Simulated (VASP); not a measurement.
The system is Li3ZrN2.

```
Li Zr N
1.0
     3.40000    0.00000    0.00000
    -1.70000    2.94449    0.00000
     0.00000    0.00000    6.20000
Li Zr N
3 1 2
Direct
  0.00000 0.00000 0.50000
  0.33333 0.66667 0.62000
  0.66667 0.33333 0.38000
  0.00000 0.00000 0.00000
  0.66667 0.33333 0.77000
  0.33333 0.66667 0.23000
```

```yaml
Program: VASP 6.6.1
Task: relaxation of cell and atoms
Functional: PBE
Potentials_or_basis: VASP PAW PBE potentials, release 64 (Li_sv, Zr_sv, N)
Cutoff: 600 eV
k_mesh: 4 × 4 × 2
Occupations: gaussian, width 0.15 eV
Spin: no spin polarisation
```

At the start: pressure -13.0 GPa; volume 10.34 Å³/atom.

Problem. Where does the relaxation end?

Solution. Over 9 steps the energy falls by 220.0 meV/atom and the volume is 9.02 Å³/atom (-12.8 %); space group P-3m1 (No. 164, to 0.05 Å).

The path:
```
step  energy change (eV)  largest force (eV/Å)  pressure (GPa)  volume (Å³)
   1              0.0000                2.2431          -13.00        62.07
   2             -1.1103                1.2456           -1.16        54.74
   3             -1.1851                1.1220            4.87        52.50
   4             -1.2980                0.1174           -0.38        53.78
   5             -1.2981                0.1154           -0.26        53.74
   6             -1.3105                0.1210            0.04        53.67
   7             -1.3134                0.1280            0.31        53.62
   8             -1.3171                0.0984            0.23        53.76
   9             -1.3202                0.0705            0.10        54.10
```

Final structure:
```yaml
crystal:
  lattice:
    - [3.31658, 0.00000, 0.00000]
    - [-1.65829, 2.87224, 0.00000]
    - [0.00000, 0.00000, 5.67965]
  atoms:
    - { symbol: Li, position: [0.00000, 0.00000, 0.50000] }
    - { symbol: Li, position: [0.33333, 0.66667, 0.65945] }
    - { symbol: Li, position: [0.66667, 0.33333, 0.34055] }
    - { symbol: Zr, position: [0.00000, 0.00000, 0.00000] }
    - { symbol: N, position: [0.66667, 0.33333, 0.74912] }
    - { symbol: N, position: [0.33333, 0.66667, 0.25088] }
```

Caveat: the k points lie up to 0.55 Å⁻¹ apart in the final cell; the cutoff is under 1.25 times the usual one of these potentials, so pressure, stress and relaxed cells hold a basis-set (Pulay) error; the relaxation stopped at a loose force limit of 0.08 eV/Å, so its end isn't a converged minimum.
